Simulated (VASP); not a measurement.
# Ag: single point with r2SCAN

The system is Ag.

```
Ag
1.0
     2.88620    0.00000    0.00000
    -1.44310    2.49952    0.00000
     0.00000    0.00000   10.00000
Ag
4
Direct
  0.33333 0.66667 0.25000
  0.66667 0.33333 0.75000
  0.00000 0.00000 0.00000
  0.00000 0.00000 0.50000
```

```json
{
 "Program": "VASP 6.6.1",
 "Task": "single point",
 "Functional": "r2SCAN",
 "Potentials or basis": "VASP PAW PBE potentials, release 64 (Ag)",
 "Cutoff": "520 eV",
 "k mesh": "10 × 10 × 3",
 "Occupations": "fermi-dirac, width 0.05 eV",
 "Spin": "no spin polarisation"
}
```

| Property | Result |
| --- | --- |
| Pressure | -3.1 GPa |
| Band gap on the k mesh | zero (band 22 reaches 11.00 eV, above the bottom of band 23 at 4.28 eV) |

Stress tensor (GPa, compression positive):
```
-1.29  0.00  0.00
 0.00 -1.29  0.00
 0.00  0.00 -6.85
```

Levels at points of the mesh, in eV from the Fermi level:
| k point | band 21 | band 22 | band 23 | band 24 | band 25 | band 26 |
| --- | --- | --- | --- | --- | --- | --- |
| (0.00, 0.00, 0.00) | -3.69 | -3.37 | -3.37 | -0.60 | 2.58 | 9.83 |
| (0.50, 0.00, 0.00) | 0.10 | 0.95 | 1.16 | 1.72 | 4.32 | 4.35 |

It took 95 s on 1 thread of Intel(R) Xeon(R) 6975P-C (Granite Rapids), on a shared host, peak memory 0.22 GiB.

Caveat: the PAW data sets were made with another functional, which shifts forces and pressure a little.
